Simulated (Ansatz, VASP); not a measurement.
**Two plane-wave programs on Si3N4**

```
Si N
1.0
     0.00000    3.98990    3.98990
     3.98990    0.00000    3.98990
     3.98990    3.98990    0.00000
Si N
6 8
Cartesian
  2.9924 2.9924 0.9975
  2.9924 0.9975 2.9924
  0.9975 2.9924 2.9924
  0.9975 0.9975 0.9975
  5.9849 5.9849 5.9849
  3.9899 3.9899 3.9899
  2.9282 2.9282 2.9282
  7.0466 4.9231 4.9231
  4.9231 4.9231 7.0466
  4.9231 7.0466 4.9231
  5.0516 5.0516 2.9282
  5.0516 2.9282 5.0516
  7.0466 7.0466 7.0466
  2.9282 5.0516 5.0516
```

Alike in both runs: functional r2SCAN; k mesh 6 × 6 × 6; occupations gaussian, width 0.02 eV; no spin polarisation.

Ansatz relaxed the structure, and its values are those at the end. VASP's run is a single point on that final structure, the one shown.

|  | VASP | Ansatz |
| --- | --- | --- |
| version | VASP 6.6.1 | Ansatz 0.2.0 |
| potentials or method | VASP PAW PBE potentials, release 64 (Si, N), cutoff 520 eV | scalar-relativistic, plane waves, PAW |
| valence electrons in the cell | 64 | 64 |

VASP gave:

* gap on the k mesh at the Fermi level (eV): 3.62
* least direct gap on the mesh (eV): 3.67
* pressure (GPa): -25.0
* rms of the force components (eV/Å): 0.008

Problem. Estimate Ansatz's values.

Solution. gap on the k mesh at the Fermi level (eV): 3.62; least direct gap on the mesh (eV): 3.68; pressure (GPa): -25.1; rms of the force components (eV/Å): 0.000.

VASP's potentials were made for PBE, not for r2SCAN. Ansatz's warnings: stress scf threshold loose.
